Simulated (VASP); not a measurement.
# TaN in VASP: settings compared, part 2 of 2

VASP 6.6.1. The steps go on from the part before.

### Step 5. Single point, PBEsol (volume scaled by 1.04)

File INCAR:

```
SYSTEM = TaN
ALGO = Normal ; EDIFF = 1E-6
ENCUT = 520 ; GGA = PS
ISIF = 2 ; ISMEAR = -1
LASPH = .TRUE. ; LCHARG = .FALSE.
LREAL = .FALSE. ; LWAVE = .FALSE.
NBANDS = 15 ; NELM = 60
PREC = Accurate ; SIGMA = 0.05
```

File KPOINTS:

```
k-points
0
G
  10 10 10
  0 0 0
```

File POSCAR:

```
TaN
1.0
    0.0000000000      2.2404226923      2.2404226923
    2.2404226923      0.0000000000      2.2404226923
    2.2404226923      2.2404226923      0.0000000000
Ta N
1 1
Direct
    0.5000000000      0.5000000000      0.5000000000
    0.0000000000      0.0000000000      0.0000000000
```

Potentials or basis: VASP PAW PBE potentials, release 64 (Ta_pv, N).

The run is started by

```console
$ cat potpaw_PBE.64/Ta_pv/POTCAR potpaw_PBE.64/N/POTCAR > POTCAR
$ mpirun -np 1 vasp_std > vasp.out
```

OUTCAR:

```text
SYSTEM = TaN
   EDIFF = 1E-6
   ENCUT = 520
   GGA = PS
   ISIF = 2
   ISMEAR = -1
   LASPH = .TRUE.
   LREAL = .FALSE.
   NELM = 60
   PREC = Accurate

 ion  position               nearest neighbor table
   1  0.500  0.500  0.500-   2 2.24   2 2.24   2 2.24   2 2.24   2 2.24   2 2.24
   2  0.000  0.000  0.000-   1 2.24   1 2.24   1 2.24   1 2.24   1 2.24   1 2.24

  LATTYP: Found a face centered cubic cell.
 ALAT       =     4.4808453846

  Lattice vectors:

 A1 = (   0.0000000000,   2.2404226923,   2.2404226923)
 A2 = (   2.2404226923,   0.0000000000,   2.2404226923)
 A3 = (   2.2404226923,   2.2404226923,   0.0000000000)

Analysis of symmetry for initial positions (statically):
=====================================================================
 Subroutine PRICEL returns:
 Original cell was already a primitive cell.

 Routine SETGRP: Setting up the symmetry group for a
 face centered cubic supercell.

 Subroutine GETGRP returns: Found 48 space group operations
 (whereof 48 operations were pure point group operations)
 out of a pool of 48 trial point group operations.

The static configuration has the point symmetry O_h .

Analysis of symmetry for dynamics (positions and initial velocities):
=====================================================================
 Subroutine PRICEL returns:
 Original cell was already a primitive cell.

 Routine SETGRP: Setting up the symmetry group for a
 face centered cubic supercell.

 Subroutine GETGRP returns: Found 48 space group operations
 (whereof 48 operations were pure point group operations)
 out of a pool of 48 trial point group operations.

The dynamic configuration has the point symmetry O_h .

 Subroutine INISYM returns: Found 48 space group operations
 (whereof 48 operations are pure point group operations),
 and found     1 'primitive' translations

----------------------------------------------------------------------------------------

                                     Primitive cell

  volume of cell :      22.4916

  direct lattice vectors                    reciprocal lattice vectors
     0.000000000  2.240422692  2.240422692    -0.223172173  0.223172173  0.223172173
     2.240422692  0.000000000  2.240422692     0.223172173 -0.223172173  0.223172173
     2.240422692  2.240422692  0.000000000     0.223172173  0.223172173 -0.223172173

  length of vectors
     3.168436157  3.168436157  3.168436157     0.386545542  0.386545542  0.386545542

  position of ions in fractional coordinates (direct lattice)
     0.500000000  0.500000000  0.500000000
     0.000000000  0.000000000  0.000000000

  ion indices of the primitive-cell ions
   primitive index   ion index
                 1           1
                 2           2

----------------------------------------------------------------------------------------

 KPOINTS: k-points

Automatic generation of k-mesh.
 Grid dimensions read from file:
 generate k-points for:   10   10   10

 Generating k-lattice:

  Cartesian coordinates                     Fractional coordinates (reciprocal lattice)
[... 39 lines left out ...]
  0.300000  0.300000  0.000000      6.000000
  0.400000  0.300000  0.000000     24.000000
 [... further k-points ...]
   k-points           NKPTS =     47   k-points in BZ     NKDIM =     47   number of bands    NBANDS=     15
   number of dos      NEDOS =    301   number of ions     NIONS =      2
   total plane-waves  NPLWV =  13824
   dimension x,y,z NGX =    24 NGY =   24 NGZ =   24
   dimension x,y,z NGXF=    48 NGYF=   48 NGZF=   48
   ions per type =               1   1
   NGX,Y,Z   is equivalent  to a cutoff of  12.59, 12.59, 12.59 a.u.
   NGXF,Y,Z  is equivalent  to a cutoff of  25.19, 25.19, 25.19 a.u.
 SYSTEM =  TaN
   PREC   = accura    normal or accurate (medium, high low for compatibility)
   ISTART =      0    job   : 0-new  1-cont  2-samecut
   ICHARG =      2    charge: 1-file 2-atom 10-const
   ISPIN  =      1    spin polarized calculation?
   LNONCOLLINEAR =      F non collinear calculations
   LSORBIT =      F    spin-orbit coupling
   LASPH  =      T    aspherical Exc in radial PAW
   ENCUT  =  520.0 eV  38.22 Ry    6.18 a.u.   5.89  5.89  5.89*2*pi/ulx,y,z
   NELM   =     60;   NELMIN=  2; NELMDL= -5     # of ELM steps
   EDIFF  = 0.1E-05   stopping-criterion for ELM
   LREAL  =      F    real-space projection
   EDIFFG = 0.1E-04   stopping-criterion for IOM
   NSW    =      0    number of steps for IOM
   IBRION =     -1    ionic relax: 0-MD 1-quasi-New 2-CG
   NFREE  =      0    steps in history (QN), initial steepest desc. (CG)
   ISIF   =      2    stress and relaxation
   ISYM   =      2    0-nonsym 1-usesym 2-fastsym
   POTIM  = 0.5000    time-step for ionic-motion
   TEBEG  =    0.0;   TEEND  =   0.0 temperature during run
   PSTRESS=    0.0 pullay stress
   NELECT =      16.0000    total number of electrons
   NUPDOWN=      -1.0000    fix difference up-down
   EMIN   =  10.00;   EMAX   =-10.00  energy-range for DOS
   EFERMI =   0.00;   METHOD = LEGACY
   ISMEAR =    -1;   SIGMA  =   0.05  broadening in eV -4-tet -1-fermi 0-gaus
   EFERMI_NEDOS =   21; number of points for ismear=-14 and -15
   IALGO  =     38    algorithm
   IMIX   =      4    mixing-type and parameters
     AMIX     =   0.40;   BMIX     =  1.00
     AMIX_MAG =   1.60;   BMIX_MAG =  1.00
  volume/ion in A,a.u.               =      11.25        75.89
  Fermi-wavevector in a.u.,A,eV,Ry     =   1.461419  2.761682 29.058597  2.135747
  Thomas-Fermi vector in A             =   2.577753
   LORBIT       =      0    0 simple, 1 ext, 2 COOP (PROOUT), +10 PAW based schemes
   GGA     = PS    functional components
   LHFCALC =     F    Hartree Fock is set to
   AEXX    =    0.0000 exact exchange contribution
   IVDW    =     0    specifies the selected vdW correction
   LEPSILON=     F    determine dielectric tensor
   LRPA    =     F    only Hartree local field effects (RPA)
 non-spin polarized calculation
  energy-cutoff  :      520.00
  volume of cell :       22.49
 maximum number of plane-waves:       620
   NGX = 11   NGY = 11   NGZ = 11

 number of electron      16.0000000 magnetization

 Free energy of the ion-electron system (eV)
  ---------------------------------------------------
  ext. energy  EPLUGINS =         0.00000000
  ---------------------------------------------------
  free energy    TOTEN  =       -23.12373609 eV

  energy without entropy =      -23.11720910  energy(sigma->0) =      -23.12047260

 E-fermi :   8.7723     XC(G=0): -13.2831

 val. band max:        8.7563582624   @ k =   0.0000   0.0000   0.0000
 cond. band min:       8.8106516309   @ k =  -0.3000   0.3000   0.1000
 fundamental gap:      0.0542933685
 Fermi energy:         8.7723269150

 k-point     1 :       0.0000    0.0000    0.0000
  band No.  band energies     occupation
      1     -27.0760      2.00000
      2     -27.0760      2.00000
      3     -27.0760      2.00000
      4      -9.5875      2.00000
      5       5.1254      2.00000
      6       5.1254      2.00000
      7       5.1254      2.00000
      8       6.7673      2.00000
      9       6.7673      2.00000
     10       6.7673      2.00000
     11       8.7564      1.15834
     12       8.7564      1.15834
     13       9.8258      0.00000
     14      18.1006      0.00000
[... 401 lines left out ...]
      2     -27.2745      2.00000
      3     -27.2538      2.00000
      4      -8.1005      2.00000
      5       1.0795      2.00000
      6       3.1322      2.00000
      7       3.7646      2.00000
      8       5.0996      2.00000
      9      10.7169      0.00000
     10      11.4352      0.00000
     11      11.5103      0.00000
     12      12.1690      0.00000
     13      16.5623      0.00000
     14      18.7446      0.00000
     15      20.9839      0.00000

 [... further k-points ...]

------------------------ aborting loop because EDIFF is reached ----------------------------------------

  FORCE on cell =-STRESS in cart. coord.  units (eV):
  Direction    XX          YY          ZZ          XY          YZ          ZX
  --------------------------------------------------------------------------------------
  -------------------------------------------------------------------------------------
  Total       -2.9622587     -2.9622587     -2.9622587      0.0000000      0.0000000      0.0000000
  in kB     -211.0151685   -211.0151685   -211.0151685      0.0000000      0.0000000      0.0000000
  external PRESSURE =    -211.0151685 kB  Pullay stress =       0.0000000 kB

 VOLUME and BASIS-vectors are now :
 -----------------------------------------------------------------------------
  energy-cutoff  :      520.00
  volume of cell :       22.49
      direct lattice vectors                 reciprocal lattice vectors
     0.000000000  2.240422692  2.240422692    -0.223172173  0.223172173  0.223172173
     2.240422692  0.000000000  2.240422692     0.223172173 -0.223172173  0.223172173
     2.240422692  2.240422692  0.000000000     0.223172173  0.223172173 -0.223172173

 POSITION                                       TOTAL-FORCE (eV/Angst)
 -----------------------------------------------------------------------------------
      2.24042      2.24042      2.24042         0.000000      0.000000      0.000000
      0.00000      0.00000      0.00000        -0.000000     -0.000000     -0.000000
 -----------------------------------------------------------------------------------
    total drift:                                0.000000     -0.000000     -0.000000

  FREE ENERGIE OF THE ION-ELECTRON SYSTEM (eV)
  ---------------------------------------------------
  free  energy   TOTEN  =       -23.1237360948 eV

  energy  without entropy=      -23.1172091036  energy(sigma->0) =      -23.12047260
```

OSZICAR:

```text
N       E                     dE             d eps       ncg     rms          rms(c)
DAV:   1     0.868134732646E+02    0.86813E+02   -0.88246E+03  1410   0.112E+03
DAV:   2    -0.229790966737E+02   -0.10979E+03   -0.10381E+03  1767   0.296E+02
DAV:   3    -0.259078977427E+02   -0.29288E+01   -0.29132E+01  1515   0.449E+01
DAV:   4    -0.259214127767E+02   -0.13515E-01   -0.13512E-01  1893   0.321E+00
DAV:   5    -0.259214999374E+02   -0.87161E-04   -0.87162E-04  1508   0.234E-01    0.217E+01
DAV:   6    -0.232678872124E+02    0.26536E+01   -0.50699E+00  1693   0.247E+01    0.898E+00
DAV:   7    -0.231673571933E+02    0.10053E+00   -0.46464E-01  1585   0.578E+00    0.621E+00
DAV:   8    -0.231288725283E+02    0.38485E-01   -0.17036E-01  1634   0.353E+00    0.134E+00
DAV:   9    -0.231239123163E+02    0.49602E-02   -0.16213E-02  1606   0.103E+00    0.325E-01
DAV:  10    -0.231237570515E+02    0.15526E-03   -0.98073E-04  1711   0.303E-01    0.507E-02
DAV:  11    -0.231237356089E+02    0.21443E-04   -0.39099E-05  1571   0.756E-02    0.146E-02
DAV:  12    -0.231237360948E+02   -0.48587E-06   -0.13777E-06  1480   0.117E-02
   1 F= -.23123736E+02 E0= -.23120473E+02  d E =-.652699E-02
```

stdout:

```text
POSCAR found type information on POSCAR TaN
 POSCAR found :  2 types and       2 ions
 scaLAPACK will be used
 -----------------------------------------------------------------------------
|                                                                             |
|                                                                             |
|     You enforced a specific xc type in the INCAR file but a different       |
|     I HOPE YOU KNOW WHAT YOU ARE DOING!                                     |
|                                                                             |
 -----------------------------------------------------------------------------

 LDA part: xc-table for (Slater+PW92), standard interpolation
 POSCAR, INCAR and KPOINTS ok, starting setup
 FFT: planning ... GRIDC
 FFT: planning ... GRID_SOFT
 FFT: planning ... GRID
 WAVECAR not read
 entering main loop
```

It took 4.8 s on 1 thread of Intel Xeon 6975P-C (Granite Rapids), shared host; peak memory 0.14 GiB.

Results:

```
Free energy            : -23.1237 eV
Pressure               : -21.1 GPa
Band gap on the k mesh : zero (band 8 reaches 10.48 eV, above the bottom of band 9 at 6.77 eV)
```

Caveat: the PAW data sets were made with another functional, which shifts forces and pressure a little; spin-orbit coupling is left out, which moves the levels of the heavy elements.

### Step 6. Single point, PBEsol (atoms moved at random)

File INCAR:

```
SYSTEM = TaN
ALGO = Normal
EDIFF = 1E-6
ENCUT = 520
GGA = PS
ISIF = 2
ISMEAR = -1
LASPH = .TRUE.
LCHARG = .FALSE.
LREAL = .FALSE.
LWAVE = .FALSE.
NBANDS = 15
NELM = 100
PREC = Accurate
SIGMA = 0.05
```

KPOINTS is that of step 5.

File POSCAR:

```
TaN
1.0
    0.0000000000      2.2113230000      2.2113230000
    2.2113230000      0.0000000000      2.2113230000
    2.2113230000      2.2113230000      0.0000000000
Ta N
1 1
Direct
    0.5135260000      0.4842130000      0.5289790000
   -0.0129020000     -0.0147020000      0.0156950000
```

Potentials or basis: VASP PAW PBE potentials, release 64 (Ta_pv, N).

The run is started by

```console
$ cat potpaw_PBE.64/Ta_pv/POTCAR potpaw_PBE.64/N/POTCAR > POTCAR
$ mpirun -np 1 vasp_std > vasp.out
```

OUTCAR:

```text
SYSTEM = TaN
   EDIFF = 1E-6
   ENCUT = 520
   GGA = PS
   ISIF = 2
   ISMEAR = -1
   LASPH = .TRUE.
   LREAL = .FALSE.
   NELM = 100
   PREC = Accurate

 ion  position               nearest neighbor table
   1  0.514  0.484  0.529-   2 2.12   2 2.16   2 2.19   2 2.24   2 2.27   2 2.30
   2  0.987  0.985  0.016-   1 2.12   1 2.16   1 2.19   1 2.24   1 2.27   1 2.30

  LATTYP: Found a face centered cubic cell.
 ALAT       =     4.4226460000

  Lattice vectors:

[... 619 lines left out ...]

  FORCE on cell =-STRESS in cart. coord.  units (eV):
  Direction    XX          YY          ZZ          XY          YZ          ZX
  --------------------------------------------------------------------------------------
  -------------------------------------------------------------------------------------
  Total       -1.2479735     -0.9012613     -1.1251609     -0.0227561     -0.0385351     -0.0097293
  in kB      -92.4547890    -66.7689841    -83.3563444     -1.6858599     -2.8548349     -0.7207873
  external PRESSURE =     -80.8600392 kB  Pullay stress =       0.0000000 kB

 VOLUME and BASIS-vectors are now :
 -----------------------------------------------------------------------------
  energy-cutoff  :      520.00
  volume of cell :       21.63
      direct lattice vectors                 reciprocal lattice vectors
     0.000000000  2.211323000  2.211323000    -0.226108985  0.226108985  0.226108985
     2.211323000  0.000000000  2.211323000     0.226108985 -0.226108985  0.226108985
     2.211323000  2.211323000  0.000000000     0.226108985  0.226108985 -0.226108985

 POSITION                                       TOTAL-FORCE (eV/Angst)
 -----------------------------------------------------------------------------------
      2.24049      2.30532      2.20632        -0.195434     -0.636804     -0.415841
      2.21352      2.21750      4.36160         0.195434      0.636804      0.415841
 -----------------------------------------------------------------------------------
    total drift:                               -0.000071     -0.000040     -0.000174

  FREE ENERGIE OF THE ION-ELECTRON SYSTEM (eV)
  ---------------------------------------------------
  free  energy   TOTEN  =       -23.1684549353 eV

  energy  without entropy=      -23.1627389449  energy(sigma->0) =      -23.16559694
```

OSZICAR:

```text
N       E                     dE             d eps       ncg     rms          rms(c)
DAV:   1     0.890929938011E+02    0.89093E+02   -0.87366E+03 15144   0.113E+03
DAV:   2    -0.231714091347E+02   -0.11226E+03   -0.10590E+03 18585   0.304E+02
DAV:   3    -0.259471096330E+02   -0.27757E+01   -0.27599E+01 16912   0.448E+01
DAV:   4    -0.259579872219E+02   -0.10878E-01   -0.10874E-01 19834   0.303E+00
DAV:   5    -0.259580580156E+02   -0.70794E-04   -0.70793E-04 17207   0.218E-01    0.238E+01
DAV:   6    -0.232851807989E+02    0.26729E+01   -0.49656E+00 18462   0.250E+01    0.997E+00
DAV:   7    -0.232084614740E+02    0.76719E-01   -0.49599E-01 17696   0.574E+00    0.677E+00
DAV:   8    -0.231744644268E+02    0.33997E-01   -0.15998E-01 18578   0.329E+00    0.142E+00
DAV:   9    -0.231686595020E+02    0.58049E-02   -0.18695E-02 17003   0.107E+00    0.309E-01
DAV:  10    -0.231684995992E+02    0.15990E-03   -0.10972E-03 18802   0.380E-01    0.531E-02
DAV:  11    -0.231684555655E+02    0.44034E-04   -0.93060E-05 17269   0.113E-01    0.168E-02
DAV:  12    -0.231684549353E+02    0.63015E-06   -0.62014E-06 18396   0.235E-02
   1 F= -.23168455E+02 E0= -.23165597E+02  d E =-.571599E-02
```

Wall time 39 s (1 thread of Intel Xeon 6975P-C (Granite Rapids), shared host); peak memory 0.27 GiB.

Results:

| Item | Value |
| --- | --- |
| Free energy | -23.1685 eV |
| Pressure | -8.1 GPa |
| Largest force | 0.785 eV/Å |
| Band gap on the k mesh | zero (band 8 reaches 11.02 eV, above the bottom of band 9 at 7.34 eV) |

Forces in eV/Å, atoms in the order of the input:
```
Ta  -0.195 -0.637 -0.416
N    0.195  0.637  0.416
```

Stress tensor (GPa, compression positive):
```
-9.25 -0.17 -0.07
-0.17 -6.68 -0.29
-0.07 -0.29 -8.34
```

Caveat: the cell differs from its parent crystal (atoms moved at random); the PAW data sets were made with another functional, which shifts forces and pressure a little; spin-orbit coupling is left out, which moves the levels of the heavy elements.

### Step 7. Summary

| task | level | cell | cutoff (eV) | gap on the mesh (eV) | pressure (GPa) |
| --- | --- | --- | --- | --- | --- |
| relaxation of cell and atoms | revPBE+D3(BJ) | relaxed from a = 3.127 Å, angles 60.0°, 2 atoms | 600 | none | 0.0 |
| single point | PBEsol | a = 3.063 Å, angles 60.0°, 2 atoms | 520 | none | 12.4 |
| single point | PBEsol | a = 3.148 Å, angles 60.0°, 2 atoms | 520 | none | -15.8 |
| single point | PBEsol | a = 3.168 Å, angles 60.0°, 2 atoms | 520 | none | -21.1 |
| single point | PBEsol | a = 3.127 Å, angles 60.0°, 2 atoms | 520 | none | -8.1 |

Alike in all rows: potentials or basis VASP PAW PBE potentials, release 64 (Ta_pv, N); no spin polarisation; k mesh 10 × 10 × 10; smearing fermi-dirac 0.05 eV.

Caveats: the PAW data sets were made with another functional, which shifts forces and pressure a little; spin-orbit coupling is left out, which moves the levels of the heavy elements; pairwise dispersion overbinds metals, which lowers pressure and volume (some runs).

Absolute energies hang on the potentials; compare differences alone.
